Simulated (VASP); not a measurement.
# SnO (P1) in VASP: notebook

SnO is run at these levels: LDA; tasks: single point.

All numbers are computed with VASP 6.6.1; they aren't measurements. Logs are shortened: lines on timing, memory, paths and dates and some standing lists are left out, and cuts for length are marked.

### Step 1. The cell of the first run

The typed cell holds 4 atoms: a = 3.355 Å, b = 5.674 Å, c = 4.222 Å, α = 90.00°, β = 90.00°, γ = 90.00°.

### Step 2. Single point, LDA

File INCAR:

```
PREC = Accurate
ENCUT = 520
EDIFF = 1E-7
ISMEAR = 0
SIGMA = 0.01
LREAL = False
LASPH = True
NELM = 100
ALGO = Normal
ISIF = 2
LWAVE = False
LCHARG = False
GGA = CA
NBANDS = 28
```

File KPOINTS:

```
regular mesh
0
Gamma
  4 3 3
```

File POSCAR:

```
SnO
1.0
    3.3550050000      0.0000000000      0.0000000000
    0.0000000000      5.6741040000      0.0000000000
    0.0000000000      0.0000000000      4.2219700000
Sn O
2 2
Direct
   -0.0043906714      0.1996373656      0.5035296121
    0.4974694335      0.7514596255      0.0164955999
   -0.0207247305      0.8612915113      0.7296628265
    0.5136436162      0.0974752027      0.2034435788
```

Potentials or basis: VASP PAW LDA potentials, release 64 (Sn_d, O).

Launch:

```console
> cat potpaw_LDA.64/Sn_d/POTCAR potpaw_LDA.64/O/POTCAR > POTCAR
> mpirun -np 1 vasp_std > vasp.out
```

OUTCAR:

```text
PREC = Accurate
   ENCUT = 520
   EDIFF = 1E-7
   ISMEAR = 0
   LREAL = False
   LASPH = True
   NELM = 100
   ISIF = 2
   GGA = CA

 ion  position               nearest neighbor table
   1  0.996  0.200  0.504-   4 2.13   3 2.14   4 2.23   2 3.67   2 3.68   2 3.74   2 3.74
   2  0.497  0.751  0.016-   3 2.11   4 2.12   3 2.21   1 3.67   1 3.68   1 3.74   1 3.74
   3  0.979  0.861  0.730-   2 2.11   1 2.14   2 2.21
   4  0.514  0.097  0.203-   2 2.12   1 2.13   1 2.23

  LATTYP: Found a simple orthorhombic cell.
 ALAT       =     3.3550050000
 B/A-ratio  =     1.2584094510
 C/A-ratio  =     1.6912356315

  Lattice vectors:

 A1 = (  -3.3550050000,   0.0000000000,   0.0000000000)
 A2 = (   0.0000000000,   0.0000000000,   4.2219700000)
 A3 = (   0.0000000000,   5.6741040000,   0.0000000000)

Analysis of symmetry for initial positions (statically):
=====================================================================
 Subroutine PRICEL returns:
 Original cell was already a primitive cell.

 Routine SETGRP: Setting up the symmetry group for a
 simple orthorhombic supercell.

 Subroutine GETGRP returns: Found  1 space group operations
 (whereof  1 operations were pure point group operations)
 out of a pool of  8 trial point group operations.

The static configuration has the point symmetry C_1 .

Analysis of symmetry for dynamics (positions and initial velocities):
=====================================================================
 Subroutine PRICEL returns:
 Original cell was already a primitive cell.

 Routine SETGRP: Setting up the symmetry group for a
 simple orthorhombic supercell.

 Subroutine GETGRP returns: Found  1 space group operations
 (whereof  1 operations were pure point group operations)
 out of a pool of  8 trial point group operations.

The dynamic configuration has the point symmetry C_1 .

 Subroutine INISYM returns: Found  1 space group operations
 (whereof  1 operations are pure point group operations),
 and found     1 'primitive' translations

----------------------------------------------------------------------------------------

                                     Primitive cell

  volume of cell :      80.3722

  direct lattice vectors                    reciprocal lattice vectors
     3.355005000  0.000000000  0.000000000     0.298062149  0.000000000  0.000000000
     0.000000000  5.674104000  0.000000000     0.000000000  0.176239279  0.000000000
     0.000000000  0.000000000  4.221970000     0.000000000  0.000000000  0.236856254

  length of vectors
     3.355005000  5.674104000  4.221970000     0.298062149  0.176239279  0.236856254

  position of ions in fractional coordinates (direct lattice)
     0.995609329  0.199637366  0.503529612
     0.497469434  0.751459625  0.016495600
     0.979275270  0.861291511  0.729662826
     0.513643616  0.097475203  0.203443579

  ion indices of the primitive-cell ions
   primitive index   ion index
                 1           1
                 2           2
                 3           3
                 4           4

----------------------------------------------------------------------------------------

 KPOINTS: regular mesh

Automatic generation of k-mesh.
 Grid dimensions read from file:
 generate k-points for:    4    3    3

 Generating k-lattice:

  Cartesian coordinates                     Fractional coordinates (reciprocal lattice)
     0.074515537  0.000000000  0.000000000     0.250000000  0.000000000  0.000000000
     0.000000000  0.058746426  0.000000000     0.000000000  0.333333333  0.000000000
     0.000000000  0.000000000  0.078952085     0.000000000  0.000000000  0.333333333

  Length of vectors
     0.074515537  0.058746426  0.078952085

  Shift w.r.t. Gamma in fractional coordinates (k-lattice)
     0.000000000  0.000000000  0.000000000

 Subroutine IBZKPT returns following result:
 ===========================================

 Found     19 irreducible k-points:

 Following reciprocal coordinates:
            Coordinates               Weight
  0.000000  0.000000  0.000000      1.000000
  0.250000  0.000000  0.000000      2.000000
  0.500000  0.000000  0.000000      1.000000
  0.000000  0.333333  0.000000      2.000000
  0.250000  0.333333  0.000000      2.000000
  0.250000 -0.333333  0.000000      2.000000
[... 11 lines left out ...]
  0.500000  0.333333  0.333333      2.000000
  0.500000 -0.333333  0.333333      2.000000
   k-points           NKPTS =     19   k-points in BZ     NKDIM =     19   number of bands    NBANDS=     28
   number of dos      NEDOS =    301   number of ions     NIONS =      4
   total plane-waves  NPLWV =  37632
   dimension x,y,z NGX =    28 NGY =   42 NGZ =   32
   dimension x,y,z NGXF=    56 NGYF=   84 NGZF=   64
   ions per type =               2   2
   NGX,Y,Z   is equivalent  to a cutoff of  13.87, 12.31, 12.60 a.u.
   NGXF,Y,Z  is equivalent  to a cutoff of  27.75, 24.61, 25.20 a.u.
 SYSTEM =  unknown system
   PREC   = accura    normal or accurate (medium, high low for compatibility)
   ISTART =      0    job   : 0-new  1-cont  2-samecut
   ICHARG =      2    charge: 1-file 2-atom 10-const
   ISPIN  =      1    spin polarized calculation?
   LNONCOLLINEAR =      F non collinear calculations
   LSORBIT =      F    spin-orbit coupling
   LASPH  =      T    aspherical Exc in radial PAW
   ENCUT  =  520.0 eV  38.22 Ry    6.18 a.u.   6.24 10.55  7.85*2*pi/ulx,y,z
   NELM   =    100;   NELMIN=  2; NELMDL= -5     # of ELM steps
   EDIFF  = 0.1E-06   stopping-criterion for ELM
   LREAL  =      F    real-space projection
   EDIFFG = 0.1E-05   stopping-criterion for IOM
   NSW    =      0    number of steps for IOM
   IBRION =     -1    ionic relax: 0-MD 1-quasi-New 2-CG
   NFREE  =      0    steps in history (QN), initial steepest desc. (CG)
   ISIF   =      2    stress and relaxation
   ISYM   =      2    0-nonsym 1-usesym 2-fastsym
   POTIM  = 0.5000    time-step for ionic-motion
   TEBEG  =    0.0;   TEEND  =   0.0 temperature during run
   PSTRESS=    0.0 pullay stress
   NELECT =      40.0000    total number of electrons
   NUPDOWN=      -1.0000    fix difference up-down
   EMIN   =  10.00;   EMAX   =-10.00  energy-range for DOS
   EFERMI =   0.00;   METHOD = LEGACY
   ISMEAR =     0;   SIGMA  =   0.01  broadening in eV -4-tet -1-fermi 0-gaus
   EFERMI_NEDOS =   21; number of points for ismear=-14 and -15
   IALGO  =     38    algorithm
   IMIX   =      4    mixing-type and parameters
     AMIX     =   0.40;   BMIX     =  1.00
     AMIX_MAG =   1.60;   BMIX_MAG =  1.00
  volume/ion in A,a.u.               =      20.09       135.59
  Fermi-wavevector in a.u.,A,eV,Ry     =   1.297357  2.451650 22.900458  1.683136
  Thomas-Fermi vector in A             =   2.428755
   LORBIT       =      0    0 simple, 1 ext, 2 COOP (PROOUT), +10 PAW based schemes
   GGA     = CA    functional components
   LHFCALC =     F    Hartree Fock is set to
   AEXX    =    0.0000 exact exchange contribution
   IVDW    =     0    specifies the selected vdW correction
   LEPSILON=     F    determine dielectric tensor
   LRPA    =     F    only Hartree local field effects (RPA)
 non-spin polarized calculation
 Gauss-broadening in eV      SIGMA  =   0.01
  energy-cutoff  :      520.00
  volume of cell :       80.37
 maximum number of plane-waves:      2172
 NGX is ok and might be reduce to    28
   NGX = 13   NGY = 21   NGZ = 15

 number of electron      40.0000007 magnetization

 Free energy of the ion-electron system (eV)
  ---------------------------------------------------
  ext. energy  EPLUGINS =         0.00000000
  ---------------------------------------------------
  free energy    TOTEN  =       -25.11633185 eV

  energy without entropy =      -25.11633185  energy(sigma->0) =      -25.11633185

 E-fermi :   4.4981     XC(G=0):  -9.9567

 val. band max:        4.3863356094   @ k =   0.0000   0.0000   0.0000
 cond. band min:       6.2019652810   @ k =   0.0000   0.3333   0.3333
 fundamental gap:      1.8156296716
 Fermi energy:         4.4981438607

 k-point     1 :       0.0000    0.0000    0.0000
  band No.  band energies     occupation
      1     -16.5733      2.00000
      2     -16.2312      2.00000
      3     -16.1618      2.00000
      4     -16.1393      2.00000
      5     -16.1068      2.00000
      6     -16.0724      2.00000
[... 20 lines left out ...]
     27      13.4193      0.00000
     28      13.7237      0.00000

 k-point     2 :       0.2500    0.0000    0.0000
  band No.  band energies     occupation
      1     -16.5569      2.00000
      2     -16.3224      2.00000
      3     -16.1442      2.00000
      4     -16.1233      2.00000
      5     -16.1187      2.00000
      6     -16.0802      2.00000
[... 20 lines left out ...]
     27      12.8688      0.00000
     28      14.1387      0.00000

 k-point     3 :       0.5000    0.0000    0.0000
  band No.  band energies     occupation
      1     -16.5321      2.00000
      2     -16.5064      2.00000
      3     -16.1233      2.00000
      4     -16.1167      2.00000
      5     -16.0890      2.00000
      6     -16.0744      2.00000
[... 20 lines left out ...]
     27      13.9335      0.00000
     28      14.1609      0.00000

 k-point     4 :       0.0000    0.3333    0.0000
  band No.  band energies     occupation
      1     -16.5679      2.00000
      2     -16.2336      2.00000
      3     -16.1582      2.00000
      4     -16.1380      2.00000
      5     -16.1079      2.00000
      6     -16.0736      2.00000
[... 423 lines left out ...]
     27      14.0876      0.00000
     28      14.7375      0.00000

 k-point    18 :       0.5000    0.3333    0.3333
  band No.  band energies     occupation
      1     -16.5497      2.00000
      2     -16.5291      2.00000
      3     -16.1371      2.00000
      4     -16.1358      2.00000
      5     -16.0744      2.00000
      6     -16.0610      2.00000
[... 20 lines left out ...]
     27      13.3323      0.00000
     28      14.1381      0.00000

 k-point    19 :       0.5000   -0.3333    0.3333
  band No.  band energies     occupation
      1     -16.5468      2.00000
      2     -16.5327      2.00000
      3     -16.1376      2.00000
      4     -16.1335      2.00000
      5     -16.0767      2.00000
      6     -16.0611      2.00000
[... 20 lines left out ...]
     27      13.6154      0.00000
     28      14.2614      0.00000

------------------------ aborting loop because EDIFF is reached ----------------------------------------

  FORCE on cell =-STRESS in cart. coord.  units (eV):
  Direction    XX          YY          ZZ          XY          YZ          ZX
  --------------------------------------------------------------------------------------
  -------------------------------------------------------------------------------------
  Total       -2.7626200     -1.3570651     -2.2394571     -0.0556228      0.5607174     -0.0943069
  in kB      -55.0714016    -27.0523913    -44.6424200     -1.1088118     11.1776110     -1.8799600
  external PRESSURE =     -42.2554043 kB  Pullay stress =       0.0000000 kB

 VOLUME and BASIS-vectors are now :
 -----------------------------------------------------------------------------
  energy-cutoff  :      520.00
  volume of cell :       80.37
      direct lattice vectors                 reciprocal lattice vectors
     3.355005000  0.000000000  0.000000000     0.298062149  0.000000000  0.000000000
     0.000000000  5.674104000  0.000000000     0.000000000  0.176239279  0.000000000
     0.000000000  0.000000000  4.221970000     0.000000000  0.000000000  0.236856254

 POSITION                                       TOTAL-FORCE (eV/Angst)
 -----------------------------------------------------------------------------------
      3.34027      1.13276      2.12589         0.167709     -0.093915     -0.138379
      1.66901      4.26386      0.06964        -0.221071      0.154778     -0.292627
      3.28547      4.88706      3.08061         0.438768      0.234843     -0.088344
      1.72328      0.55308      0.85893        -0.385407     -0.295706      0.519350
 -----------------------------------------------------------------------------------
    total drift:                                0.000945      0.000377     -0.000340

  FREE ENERGIE OF THE ION-ELECTRON SYSTEM (eV)
  ---------------------------------------------------
  free  energy   TOTEN  =       -25.1163318537 eV

  energy  without entropy=      -25.1163318537  energy(sigma->0) =      -25.11633185
```

It took 33 s on 1 thread of Intel Xeon Platinum 8488C (Sapphire Rapids), shared host; peak memory 0.17 GiB.

Results:

```
Free energy            : -25.1163 eV
Pressure               : -4.2 GPa
Largest force          : 0.711 eV/Å
Band gap on the k mesh : 1.82 eV, indirect (least direct gap 2.32 eV)
```

Forces on the atoms (eV/Å):
```
Sn   0.168 -0.094 -0.138
Sn  -0.221  0.155 -0.293
O    0.439  0.235 -0.088
O   -0.385 -0.296  0.519
```

Levels at points of the mesh, in eV from the valence-band top:
```
           k point  band 16  band 17  band 18  band 19  band 20  band 21  band 22  band 23  band 24  band 25
(0.00, 0.00, 0.00)    -3.69    -3.44    -2.55    -2.07     0.00     2.94     3.26     5.91     6.08     8.06
(0.50, 0.00, 0.00)    -4.25    -2.65    -2.46    -1.01    -0.90     2.36     2.58     5.46     5.77     6.19
```

Caveat: the k points lie up to 0.50 Å⁻¹ apart; spin-orbit coupling is left out, which moves the levels of the heavy elements.

### Step 3. Single point, LDA

File INCAR:

```
SYSTEM = SnO
ALGO = Normal
EDIFF = 1E-6
ENCUT = 520
ISIF = 2
ISMEAR = 0
LASPH = .TRUE.
LCHARG = .FALSE.
LREAL = .FALSE.
LWAVE = .FALSE.
NBANDS = 28
NELM = 60
PREC = Accurate
SIGMA = 0.01
```

File KPOINTS:

```
k-points
0
G
  4 3 3
  0 0 0
```

File POSCAR:

```
SnO
1.0
    3.3550050000      0.0000000000      0.0000000000
    0.0000000000      5.6741040000      0.0000000000
    0.0000000000      0.0000000000      4.2219700000
Sn O
2 2
Direct
   -0.0002435958      0.1998865570      0.5045042719
    0.4959029613      0.7547430979      0.0131854764
   -0.0168798116      0.8613497017      0.7303672715
    0.5072181167      0.0938843674      0.2050745507
```

Potentials or basis: VASP PAW LDA potentials, release 64 (Sn_d, O).

Launch:

```console
> cat potpaw_LDA.64/Sn_d/POTCAR potpaw_LDA.64/O/POTCAR > POTCAR
> mpirun -np 1 vasp_std > vasp.out
```

It took 30 s on 1 thread of Intel Xeon Platinum 8488C (Sapphire Rapids), shared host; peak memory 0.17 GiB.

The run converged. Its results:

```yaml
Free_energy: -25.1389 eV
Pressure: -3.6 GPa
Largest_force: 0.646 eV/Å
Band_gap_on_the_k_mesh: 1.81 eV, indirect (least direct gap 2.28 eV)
```

Forces in eV/Å, atoms in the order of the input:
```
Sn   0.032 -0.124 -0.223
Sn  -0.179 -0.230 -0.203
O    0.352  0.366 -0.188
O   -0.204 -0.012  0.613
```

Stress tensor (GPa, compression positive):
```
-5.13 -0.19 -0.33
-0.19 -1.65  0.98
-0.33  0.98 -3.98
```

Levels at points of the mesh, in eV from the valence-band top:
| k point | band 18 | band 19 | band 20 | band 21 | band 22 | band 23 |
| --- | --- | --- | --- | --- | --- | --- |
| (0.00, 0.00, 0.00) | -2.63 | -2.12 | 0.00 | 2.90 | 3.23 | 5.90 |
| (0.50, 0.00, 0.00) | -2.55 | -1.02 | -0.92 | 2.31 | 2.62 | 5.51 |

Caveat: the k points lie up to 0.50 Å⁻¹ apart; spin-orbit coupling is left out, which moves the levels of the heavy elements. As with any semilocal functional, this LDA gap is likely too small.

### Step 4. Single point, LDA

File INCAR:

```
ALGO = Normal
EDIFF = 1E-7
ENCUT = 520
ISIF = 2
ISMEAR = 0
LASPH = T
LCHARG = T
LELF = T
LREAL = F
LVHAR = T
LWAVE = F
NBANDS = 28
NELM = 80
PREC = Accurate
SIGMA = 0.01
```

File KPOINTS:

```
k-points
0
Gamma
  4 3 3
```

File POSCAR:

```
SnO
1.0
    3.3550050000      0.0000000000      0.0000000000
    0.0000000000      5.6741040000      0.0000000000
    0.0000000000      0.0000000000      4.2219700000
Sn O
2 2
Direct
    0.0032965171      0.1994062404      0.5042323197
    0.4937398591      0.7566943076      0.0095203154
   -0.0119412158      0.8626964770      0.7301637381
    0.5009025296      0.0910667008      0.2092151007
```

Launch:

```console
> cat potpaw_LDA.64/Sn_d/POTCAR potpaw_LDA.64/O/POTCAR > POTCAR
> mpirun -np 1 vasp_std > vasp.out
```

Wall time 30 s (1 thread of Intel Xeon Platinum 8488C (Sapphire Rapids), shared host); peak memory 0.17 GiB.

The run converged. Its results:

| Quantity | Value |
| --- | --- |
| Free energy | -25.1586 eV |
| Pressure | -2.9 GPa |
| Largest force | 0.567 eV/Å |
| Band gap on the k mesh | 1.80 eV, indirect (least direct gap 2.24 eV) |

Forces in eV/Å, atoms in the order of the input:
```
Sn  -0.083 -0.027 -0.214
Sn  -0.074 -0.463 -0.133
O    0.195  0.392 -0.210
O   -0.038  0.098  0.557
```

Stress tensor (GPa, compression positive):
```
-4.57 -0.30 -0.30
-0.30 -0.76  0.78
-0.30  0.78 -3.28
```

Levels at points of the mesh, in eV from the valence-band top:
```tsv
k point	band 18	band 19	band 20	band 21	band 22	band 23
(0.00, 0.00, 0.00)	-2.73	-2.18	0.00	2.82	3.19	5.88
(0.50, 0.00, 0.00)	-2.66	-1.07	-0.94	2.31	2.63	5.55
```

Caveat: the k points lie up to 0.50 Å⁻¹ apart; spin-orbit coupling is left out, which moves the levels of the heavy elements.

### Step 5. Single point, LDA

File INCAR:

```
ALGO = Normal ; EDIFF = 1E-6
ENCUT = 520 ; GGA = CA
ISIF = 2 ; ISMEAR = 0
LASPH = T ; LCHARG = F
LREAL = F ; LWAVE = F
NBANDS = 28 ; NELM = 80
PREC = Accurate ; SIGMA = 0.01
```

KPOINTS is that of step 4.

File POSCAR:

```
SnO
1.0
    3.3550050000      0.0000000000      0.0000000000
    0.0000000000      5.6741040000      0.0000000000
    0.0000000000      0.0000000000      4.2219700000
Sn O
2 2
Direct
    0.0063770854      0.1983429887      0.5024892343
    0.4909398422      0.7571690498      0.0047196662
   -0.0053078802      0.8658832574      0.7288792653
    0.4939886837      0.0884684070      0.2170431373
```

Launch:

```console
> cat potpaw_LDA.64/Sn_d/POTCAR potpaw_LDA.64/O/POTCAR > POTCAR
> mpirun -np 1 vasp_std > vasp.out
```

It took 25 s on 1 thread of Intel Xeon Platinum 8488C (Sapphire Rapids), shared host; peak memory 0.17 GiB.

Results (log left out):

- Free energy: -25.1790 eV
- Pressure: -2.0 GPa
- Largest force: 0.516 eV/Å
- Band gap on the k mesh: 1.77 eV, indirect (least direct gap 2.30 eV)

Forces on the atoms (eV/Å):
```
Sn  -0.233  0.225 -0.106
Sn   0.095 -0.505 -0.049
O   -0.042  0.292 -0.143
O    0.180 -0.011  0.298
```

Stress tensor (GPa, compression positive):
```
-3.75 -0.52 -0.25
-0.52 -0.06  0.41
-0.25  0.41 -2.32
```

Levels at points of the mesh, in eV from the valence-band top:
```csv
k point,band 16,band 17,band 18,band 19,band 20,band 21,band 22,band 23,band 24,band 25
"(0.00, 0.00, 0.00)",-4.10,-3.73,-2.86,-2.25,0.00,2.70,3.12,5.86,5.99,7.91
"(0.50, 0.00, 0.00)",-4.65,-2.85,-2.79,-1.12,-1.02,2.40,2.59,5.62,5.75,6.29
```

Caveat: the k points lie up to 0.50 Å⁻¹ apart; spin-orbit coupling is left out, which moves the levels of the heavy elements. Expect the measured gap to be larger: semilocal functionals such as LDA lack the derivative discontinuity.
